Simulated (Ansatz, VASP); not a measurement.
**Two plane-wave programs on LiF**

The input POSCAR:

```
LiF
1.0
    0.0000000000      2.0746666070      1.9468324740
    2.0746666070      0.0000000000      1.9468324740
    2.0746666070      2.0746666070      0.0000000000
Li F
1 1
Direct
    0.0000000000      0.0000000000      0.0000000000
    0.5000000000      0.5000000000      0.5000000000
```

INCAR.step1

```
SYSTEM = LiF
PREC = Accurate
ENCUT = 520
EDIFF = 1E-5
ISMEAR = 0
SIGMA = 0.01
LREAL = .FALSE.
LASPH = .TRUE.
NELM = 80
ALGO = Normal
ISIF = 2
LWAVE = .TRUE.
LCHARG = .FALSE.
GGA = PE
NBANDS = 12
```

The input INCAR.step2:

```
SYSTEM = LiF
PREC = Accurate
ENCUT = 520
EDIFF = 1E-7
ISMEAR = 0
SIGMA = 0.01
LREAL = .FALSE.
LASPH = .TRUE.
NELM = 80
ALGO = Normal
ISIF = 2
LWAVE = .FALSE.
LCHARG = .FALSE.
GGA = PE
LHFCALC = .TRUE.
HFSCREEN = 0.2079
PRECFOCK = Normal
ISTART = 1
NBANDS = 12
```

Contents of KPOINTS:

```
regular mesh
0
G
  8 8 8
  0 0 0
```

Input for Ansatz:

```yaml
crystal:
  lattice:
    - [0.0, 2.074666607, 1.946832474]
    - [2.074666607, 0.0, 1.946832474]
    - [2.074666607, 2.074666607, 0.0]
  atoms:
    - { symbol: Li, position: [0.0, 0.0, 0.0] }
    - { symbol: F, position: [0.5, 0.5, 0.5] }
kpoints:
  mp_grid: { grid: [8, 8, 8] }
  band_path:
    path:
      - [0.0, 0.0, 0.0]
      - [0.5, 0.0, 0.5]
      - [0.625, 0.25, 0.625]
      - [0.375, 0.375, 0.75]
      - [0.5, 0.5, 0.5]
      - [0.5, 0.25, 0.75]
    npoints: 1
hamiltonian:
  xc: hse06
scf:
  occupations: { method: fixed }
  n_extra_bands: 4
output:
  forces: true
  stress: true
  eigenvalues: true
```

Change from the starting cell: epitaxial_xy strain +4.0%.

Alike in both runs: task single point; functional HSE06; k mesh 8 × 8 × 8; no spin polarisation.

```csv
,VASP,Ansatz
version,VASP 6.6.1,Ansatz 0.2.0
potentials or method,"VASP PAW PBE potentials, release 64 (Li_sv, F)","plane waves, PAW"
plane-wave cutoff (eV),520,420
occupations,"gaussian, width 0.01 eV",fixed
valence electrons in the cell,10,10
```

Ansatz gave:

| Property | Result |
| --- | --- |
| gap on the k mesh at the Fermi level (eV) | 11.09 |

Which values does VASP return?

gap on the k mesh at the Fermi level (eV): 11.07.

Ansatz's warnings: stress exchange threshold loose, stress scf threshold loose.

Noted on VASP's run: the cutoff is under 1.25 times that of the potentials, so the pressure is a little rough.
